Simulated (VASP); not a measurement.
The system is GaP.

```xyz
2
Lattice="0.0000 2.7433 2.7433 2.7433 0.0000 2.7433 2.7433 2.7433 0.0000" Properties=species:S:1:pos:R:3 pbc="T T T"
Ga    0.0000    0.0000    0.0000
P     4.1149    4.1149    4.1149
```

Program: VASP 6.6.1. Alike in all runs: task single point; potentials or basis VASP PAW PBE potentials, release 64 (Ga_d, P); no spin polarisation; cell as given; smearing fermi-dirac 0.05 eV.

Problem. Order these runs on this cell by their pressure, lowest first.
A. level HF; k mesh 4 × 4 × 4; cutoff (eV) 520; grid for exact exchange (PRECFOCK) Normal; share of exact exchange 1
B. level r2SCAN+D4; k mesh 8 × 8 × 8; cutoff (eV) 520
C. level b88 exchange, pbe correlation; k mesh 8 × 8 × 8; cutoff (eV) 500

Solution. B (-2.7 GPa), C (0.6 GPa), A (3.0 GPa).

Caveats: some runs use coarse meshes; the PAW data sets were made with another functional, which shifts forces and pressure a little.
